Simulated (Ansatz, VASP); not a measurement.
Two plane-wave programs on Al

Contents of INCAR:

```
PREC = Accurate
ENCUT = 520
EDIFF = 1E-6
ISMEAR = 0
SIGMA = 0.15
LREAL = F
LASPH = T
NELM = 60
ALGO = Fast
ISIF = 2
LWAVE = F
LCHARG = F
GGA = PE
IVDW = 12
NBANDS = 14
```

Contents of KPOINTS:

```
regular mesh
0
Gamma
  18 18 4
```

The input POSCAR:

```
Al
1.0
    2.8895673394      0.0000000000      0.0000000000
   -1.4447836697      2.5024387218      0.0000000000
    0.0000000000      0.0000000000      9.2410470711
Al
4
Direct
   -0.1294048887      0.0000000000      0.0000000000
    0.3333333333      0.6666666667      0.2500000000
    0.1294048887      0.0000000000      0.5000000000
    0.6666666667      0.3333333333      0.7500000000
```

Input for Ansatz:

```yaml
crystal:
  lattice:
    - [2.8895673394, 0.0, 0.0]
    - [-1.4447836697, 2.5024387218, 0.0]
    - [0.0, 0.0, 9.2410470711]
  atoms:
    - { symbol: Al, position: [-0.1294048887, 0.0, 0.0] }
    - { symbol: Al, position: [0.3333333333, 0.6666666667, 0.25] }
    - { symbol: Al, position: [0.1294048887, 0.0, 0.5] }
    - { symbol: Al, position: [0.6666666667, 0.3333333333, 0.75] }
basis:
  ecutwfc: 420
kpoints:
  mp_grid: { grid: [18, 18, 4] }
hamiltonian:
  xc: pbe
  pseudopotentials: { kind: paw, azcp: { folder: soft_1 } }
  dispersion: d3bj
scf:
  occupations: { method: gaussian, width: 0.15 }
output:
  forces: true
  stress: true
  eigenvalues: true
```

Change from the starting cell: mode 4 frozen in at -0.364 Å, equal normal strain along x and y +0.0267.

Alike in both runs: task single point; functional PBE; dispersion D3(BJ); k mesh 18 × 18 × 4; occupations gaussian, width 0.15 eV; no spin polarisation.

```csv
,VASP,Ansatz
version,VASP 6.6.1,Ansatz 0.2.0
potentials or method,"VASP PAW PBE potentials, release 64 (Al), cutoff 520 eV","scalar-relativistic, plane waves, PAW"
valence electrons in the cell,12,12
```

```csv
,VASP,Ansatz,Ansatz less VASP
gap on the k mesh at the Fermi level (eV),none,none,-
pressure (GPa),-2.9,-2.9,0.00
"traceless stress, the component that is largest in VASP (GPa)",2.93,2.93,-0.002
rms of the force components (eV/Å),0.137,0.137,+0.0004
```

Atom by atom the forces differ by 0.000 eV/Å (rms over components). A gap of «none» marks a metal or a gap that the smearing closes.
